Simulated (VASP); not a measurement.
# ZrS (I4/mmm) in VASP: single point with PBEsol

Aim: the single point of ZrS with PBEsol.

Everything below comes from runs of VASP 6.6.1. Logs are shortened: lines on timing, memory, paths and dates and some standing lists are left out, and cuts for length are marked.

### Step 1. The cell of the first run

Symmetry: I4/mmm, No. 139, tetragonal system. The conventional cell has a = 3.861 Å, b = 3.861 Å, c = 5.670 Å, α = 90.00°, β = 90.00°, γ = 90.00°. Within 3.6 Å of Zr (site symmetry 4/mmm) lie 6 S at 2.73 to 2.83 Å. Within 3.6 Å of S (site symmetry 4/mmm) lie 6 Zr at 2.73 to 2.83 Å.

### Step 2. Single point, PBEsol (strain +0.040 along x and y, +0.080 along z)

Contents of INCAR:

```
ALGO = Normal ; EDIFF = 1E-7
ENCUT = 520 ; GGA = PS
ISIF = 2 ; ISMEAR = 0
LASPH = True ; LCHARG = False
LREAL = False ; LWAVE = False
NBANDS = 16 ; NELM = 80
PREC = Accurate ; SIGMA = 0.15
```

Contents of KPOINTS:

```
k-points
0
Gamma
  16 16 16
```

Contents of POSCAR:

```
ZrS
1.0
    0.0000000000      2.7300000000      2.8350000000
    2.7300000000      0.0000000000      2.8350000000
    2.7300000000      2.7300000000      0.0000000000
Zr S
1 1
Direct
    0.0000000000      0.0000000000      0.0000000000
    0.5000000000      0.5000000000      0.5000000000
```

Potentials or basis: VASP PAW PBE potentials, release 64 (Zr_sv, S).

On the command line:

```bash
$ cat potpaw_PBE.64/Zr_sv/POTCAR potpaw_PBE.64/S/POTCAR > POTCAR
$ mpirun -np 1 vasp_std > vasp.out
```

OUTCAR:

```text
EDIFF = 1E-7
   ENCUT = 520
   GGA = PS
   ISIF = 2
   ISMEAR = 0
   LASPH = True
   LREAL = False
   NELM = 80
   PREC = Accurate

 ion  position               nearest neighbor table
   1  0.000  0.000  0.000-   2 2.73   2 2.73   2 2.73   2 2.73   2 2.83   2 2.83
   2  0.500  0.500  0.500-   1 2.73   1 2.73   1 2.73   1 2.73   1 2.83   1 2.83

  LATTYP: Found a body centered tetragonal cell.
 ALAT       =     3.8608030253
 C/A-ratio  =     1.4686063917

  Lattice vectors:

 A1 = (  -2.7300000000,   0.0000000000,   2.8350000000)
 A2 = (   2.7300000000,   0.0000000000,   2.8350000000)
 A3 = (   0.0000000000,   2.7300000000,  -2.8350000000)

Analysis of symmetry for initial positions (statically):
=====================================================================
 Subroutine PRICEL returns:
 Original cell was already a primitive cell.

 Routine SETGRP: Setting up the symmetry group for a
 body centered tetragonal supercell.

 Subroutine GETGRP returns: Found 16 space group operations
 (whereof 16 operations were pure point group operations)
 out of a pool of 16 trial point group operations.

The static configuration has the point symmetry D_4h.

Analysis of symmetry for dynamics (positions and initial velocities):
=====================================================================
 Subroutine PRICEL returns:
 Original cell was already a primitive cell.

 Routine SETGRP: Setting up the symmetry group for a
 body centered tetragonal supercell.

 Subroutine GETGRP returns: Found 16 space group operations
 (whereof 16 operations were pure point group operations)
 out of a pool of 16 trial point group operations.

The dynamic configuration has the point symmetry D_4h.

 Subroutine INISYM returns: Found 16 space group operations
 (whereof 16 operations are pure point group operations),
 and found     1 'primitive' translations

----------------------------------------------------------------------------------------

                                     Primitive cell

  volume of cell :      42.2579

  direct lattice vectors                    reciprocal lattice vectors
     0.000000000  2.730000000  2.835000000    -0.183150183  0.183150183  0.176366843
     2.730000000  0.000000000  2.835000000     0.183150183 -0.183150183  0.176366843
     2.730000000  2.730000000  0.000000000     0.183150183  0.183150183 -0.176366843

  length of vectors
     3.935749611  3.935749611  3.860803025     0.313358010  0.313358010  0.313358010
[... 75 lines left out ...]
   ISPIN  =      1    spin polarized calculation?
   LNONCOLLINEAR =      F non collinear calculations
   LSORBIT =      F    spin-orbit coupling
   LASPH  =      T    aspherical Exc in radial PAW
   ENCUT  =  520.0 eV  38.22 Ry    6.18 a.u.   7.32  7.32  7.18*2*pi/ulx,y,z
   NELM   =     80;   NELMIN=  2; NELMDL= -5     # of ELM steps
   EDIFF  = 0.1E-06   stopping-criterion for ELM
   LREAL  =      F    real-space projection
   EDIFFG = 0.1E-05   stopping-criterion for IOM
   NSW    =      0    number of steps for IOM
   IBRION =     -1    ionic relax: 0-MD 1-quasi-New 2-CG
   NFREE  =      0    steps in history (QN), initial steepest desc. (CG)
   ISIF   =      2    stress and relaxation
   ISYM   =      2    0-nonsym 1-usesym 2-fastsym
   POTIM  = 0.5000    time-step for ionic-motion
   TEBEG  =    0.0;   TEEND  =   0.0 temperature during run
   PSTRESS=    0.0 pullay stress
   NELECT =      18.0000    total number of electrons
   NUPDOWN=      -1.0000    fix difference up-down
   EMIN   =  10.00;   EMAX   =-10.00  energy-range for DOS
   EFERMI =   0.00;   METHOD = LEGACY
   ISMEAR =     0;   SIGMA  =   0.15  broadening in eV -4-tet -1-fermi 0-gaus
   EFERMI_NEDOS =   21; number of points for ismear=-14 and -15
   IALGO  =     38    algorithm
   IMIX   =      4    mixing-type and parameters
     AMIX     =   0.40;   BMIX     =  1.00
     AMIX_MAG =   1.60;   BMIX_MAG =  1.00
  volume/ion in A,a.u.               =      21.13       142.59
  Fermi-wavevector in a.u.,A,eV,Ry     =   1.231770  2.327707 20.643532  1.517257
  Thomas-Fermi vector in A             =   2.366566
   LORBIT       =      0    0 simple, 1 ext, 2 COOP (PROOUT), +10 PAW based schemes
   GGA     = PS    functional components
   LHFCALC =     F    Hartree Fock is set to
   AEXX    =    0.0000 exact exchange contribution
   IVDW    =     0    specifies the selected vdW correction
   LEPSILON=     F    determine dielectric tensor
   LRPA    =     F    only Hartree local field effects (RPA)
 non-spin polarized calculation
 Gauss-broadening in eV      SIGMA  =   0.15
  energy-cutoff  :      520.00
  volume of cell :       42.26
 maximum number of plane-waves:      1162
 NGX is ok and might be reduce to    30
   NGX = 15   NGY = 15   NGZ = 15

 number of electron      17.9999998 magnetization

 Free energy of the ion-electron system (eV)
  ---------------------------------------------------
  ext. energy  EPLUGINS =         0.00000000
  ---------------------------------------------------
  free energy    TOTEN  =       -15.96370396 eV

  energy without entropy =      -15.94546152  energy(sigma->0) =      -15.95458274

 E-fermi :   8.7657     XC(G=0): -10.7280

 val. band max:        8.7645245023   @ k =  -0.0625   0.2500   0.1875
 cond. band min:       8.7674795672   @ k =  -0.2500   0.1250   0.0000
 fundamental gap:      0.0029550648
 Fermi energy:         8.7657213754

 k-point     1 :       0.0000    0.0000    0.0000
  band No.  band energies     occupation
      1     -41.4449      2.00000
      2     -19.4249      2.00000
      3     -19.4249      2.00000
      4     -19.4199      2.00000
      5      -6.3315      2.00000
      6       5.3424      2.00000
[... 433 lines left out ...]
      3     -19.4249      2.00000
      4     -19.4239      2.00000
      5      -6.2324      2.00000
      6       4.6523      2.00000
[... 8 lines left out ...]
     15      16.1496      0.00000
     16      19.1102      0.00000

 [... further k-points ...]
[... 5 lines left out ...]
  --------------------------------------------------------------------------------------
  -------------------------------------------------------------------------------------
  Total       -4.6997258     -4.6997258     -5.3198733      0.0000000      0.0000000     -0.0000000
  in kB     -178.1864796   -178.1864796   -201.6988962      0.0000000      0.0000000     -0.0000000
  external PRESSURE =    -186.0239518 kB  Pullay stress =       0.0000000 kB

 VOLUME and BASIS-vectors are now :
 -----------------------------------------------------------------------------
  energy-cutoff  :      520.00
  volume of cell :       42.26
      direct lattice vectors                 reciprocal lattice vectors
     0.000000000  2.730000000  2.835000000    -0.183150183  0.183150183  0.176366843
     2.730000000  0.000000000  2.835000000     0.183150183 -0.183150183  0.176366843
     2.730000000  2.730000000  0.000000000     0.183150183  0.183150183 -0.176366843

 POSITION                                       TOTAL-FORCE (eV/Angst)
 -----------------------------------------------------------------------------------
      0.00000      0.00000      0.00000        -0.000000     -0.000000      0.000000
      2.73000      2.73000      2.83500         0.000000      0.000000      0.000000
 -----------------------------------------------------------------------------------
    total drift:                               -0.000000      0.000000      0.000000

  FREE ENERGIE OF THE ION-ELECTRON SYSTEM (eV)
  ---------------------------------------------------
  free  energy   TOTEN  =       -15.9637039572 eV

  energy  without entropy=      -15.9454615163  energy(sigma->0) =      -15.95458274
```

OSZICAR:

```text
N       E                     dE             d eps       ncg     rms          rms(c)
DAV:   1     0.117148641399E+03    0.11715E+03   -0.93026E+03 11184   0.107E+03
DAV:   2    -0.115759017635E+02   -0.12872E+03   -0.12430E+03 14880   0.269E+02
DAV:   3    -0.169264756917E+02   -0.53506E+01   -0.53162E+01 18064   0.488E+01
DAV:   4    -0.170142728837E+02   -0.87797E-01   -0.87672E-01 14072   0.570E+00
DAV:   5    -0.170161852546E+02   -0.19124E-02   -0.19123E-02 16704   0.643E-01    0.110E+01
DAV:   6    -0.160102352674E+02    0.10059E+01   -0.23635E+00 13952   0.954E+00    0.467E+00
DAV:   7    -0.159727530457E+02    0.37482E-01   -0.17158E-01 15216   0.256E+00    0.206E+00
DAV:   8    -0.159644126480E+02    0.83404E-02   -0.31737E-02 13392   0.988E-01    0.412E-01
DAV:   9    -0.159636819078E+02    0.73074E-03   -0.28125E-03 14568   0.265E-01    0.192E-01
DAV:  10    -0.159637406155E+02   -0.58708E-04   -0.53734E-04 13848   0.214E-01    0.103E-01
DAV:  11    -0.159637085015E+02    0.32114E-04   -0.18677E-04 14216   0.911E-02    0.135E-02
DAV:  12    -0.159637039132E+02    0.45883E-05   -0.16275E-05 13536   0.265E-02    0.369E-03
DAV:  13    -0.159637040337E+02   -0.12051E-06   -0.67197E-07 14520   0.575E-03    0.135E-03
DAV:  14    -0.159637039572E+02    0.76534E-07   -0.78541E-09  8808   0.754E-04
   1 F= -.15963704E+02 E0= -.15954583E+02  d E =-.182424E-01
```

Wall time 2.6 min (1 thread of Intel Xeon 6975P-C, shared host); peak memory 0.35 GiB.

Results:

```yaml
Free_energy: -15.9637 eV
Pressure: -18.6 GPa
Band_gap_on_the_k_mesh: zero (band 9 reaches 9.85 eV, above the bottom of band 10 at 7.74 eV)
```

Levels at points of the mesh, in eV from the Fermi level:
```
           k point  band 7  band 8  band 9  band 10  band 11  band 12
(0.00, 0.00, 0.00)   -3.41   -3.41   -1.26    -0.94    -0.94    -0.65
(0.50, 0.00, 0.00)   -5.38   -5.33    1.08     1.18     1.33     1.74
(0.50, 0.50, 0.00)   -4.19   -4.19   -2.79     0.34     1.84     1.84
(0.50, 0.00, 0.50)   -4.36   -4.28   -2.76     0.46     1.71     1.93
```

Caveat: the cell differs from its parent crystal (strain +0.040 along x and y, +0.080 along z); the PAW data sets were made with another functional, which shifts forces and pressure a little.
